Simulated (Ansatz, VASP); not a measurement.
## Sn: VASP beside Ansatz

Contents of POSCAR:

```
Sn
1.0
   -2.9393142600      2.9393142600      1.6035139400
    2.9393142600     -2.9393142600      1.6035139400
    2.9393142600      2.9393142600     -1.6035139400
Sn
2
Direct
    0.0000000000      0.0000000000      0.0000000000
    0.7500000000      0.2500000000      0.5000000000
```

File INCAR.step1:

```
SYSTEM = Sn
ALGO = Normal
EDIFF = 1E-4
ENCUT = 600
GGA = PE
ISMEAR = -1
LASPH = .True.
LCHARG = .False.
LREAL = .False.
LWAVE = .True.
NELM = 80
PREC = Accurate
SIGMA = 0.134
```

File INCAR.step2:

```
SYSTEM = Sn
ALGO = Normal
EDIFF = 1E-6
EDIFFG = -0.01
ENCUT = 600
IBRION = 2
ISIF = 3
ISMEAR = -1
ISTART = 1
LASPH = .True.
LCHARG = .False.
LMIXTAU = .True.
LREAL = .False.
LWAVE = .False.
METAGGA = R2SCAN
NELM = 80
NSW = 60
PREC = Accurate
SIGMA = 0.134
```

KPOINTS

```
k-points
0
Gamma
  6 6 6
  0 0 0
```

Input for Ansatz:

```yaml
crystal:
  lattice:
    - [-2.93931426, 2.93931426, 1.60351394]
    - [2.93931426, -2.93931426, 1.60351394]
    - [2.93931426, 2.93931426, -1.60351394]
  atoms:
    - { symbol: Sn, position: [0.0, 0.0, 0.0] }
    - { symbol: Sn, position: [0.75, 0.25, 0.5] }
  symmetry: { tolerance: 0.0003 }
kpoints:
  mp_grid: { grid: [6, 6, 6], shift: [0, 0, 0] }
magnetization:
  spin_polarized: false
scf:
  occupations: { method: fermi_dirac, width: 0.134 }
hamiltonian:
  pseudopotentials: { kind: paw }
  xc: r2scan
basis:
  ecutwfc: 500
output:
  forces: true
  stress: true
  eigenvalues: true
  write_density: true
  write_potential: true
  elf: true
  volumetric_format: npy
relax:
  max_steps: 40
  cell: {}
```

Alike in both runs: task relaxation of cell and atoms; functional r2SCAN; k mesh 6 × 6 × 6; occupations fermi-dirac, width 0.134 eV; no spin polarisation.

|  | VASP | Ansatz |
| --- | --- | --- |
| version | VASP 6.6.1 | Ansatz 0.2.0 |
| potentials or method | VASP PAW PBE potentials, release 64 (Sn_d), cutoff 600 eV | PAW plane waves |
| valence electrons in the cell | 28 | 28 |

VASP gave:

| Item | Value |
| --- | --- |
| gap on the k mesh at the Fermi level, each at its own relaxed structure (eV) | none |
| relaxed volume (Å³/atom) | 27.60 |
| relaxed length of the cell vector where the two differ most in proportion (Å) | 4.466 |

Q: What did Ansatz give for the same quantities?

A: gap on the k mesh at the Fermi level, each at its own relaxed structure (eV): none; relaxed volume (Å³/atom): 27.59; relaxed length of the cell vector where the two differ most in proportion (Å): 4.465.

VASP's potentials were made for PBE, not for r2SCAN. A gap of «none» marks a metal or a gap that the smearing closes.

The k mesh is coarse, so the values compare programs but aren't converged.
